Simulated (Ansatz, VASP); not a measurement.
# Two plane-wave programs on InGa3P4

```
In Ga P
1.0
     3.84904   -5.44337    0.00000
     3.84904    5.44337    0.00000
     0.00000    0.00000    3.84904
In Ga P
1 3 4
Direct
  0.00000 0.00000 0.50000
  0.00000 0.50000 0.00000
  0.50000 0.50000 0.50000
  0.50000 0.00000 0.00000
  0.75000 0.75000 0.00000
  0.75000 0.25000 0.50000
  0.25000 0.75000 0.50000
  0.25000 0.25000 0.00000
```

Alike in both runs: task relaxation of cell and atoms; functional PBE; k mesh 4 × 4 × 4; occupations gaussian, width 0.1 eV; no spin polarisation.

|  | VASP | Ansatz |
| --- | --- | --- |
| version | VASP 6.6.1 | Ansatz 0.2.0 |
| potentials or method | VASP PAW PBE potentials, release 64 (In_d, Ga_d, P), cutoff 600 eV | scalar-relativistic, plane waves, PAW |
| valence electrons in the cell | 72 | 72 |

|  | VASP | Ansatz | Ansatz less VASP |
| --- | --- | --- | --- |
| gap on the k mesh at the Fermi level, each at its own relaxed structure (eV) | none | none | - |
| relaxed volume (Å³/atom) | 18.22 | 18.21 | -0.011 |
| relaxed length of the cell vector where the two differ most in proportion (Å) | 3.830 | 3.829 | -0.0014 |

A gap of «none» marks a metal or a gap that the smearing closes.

The k mesh is coarse, so the values compare programs but aren't converged.
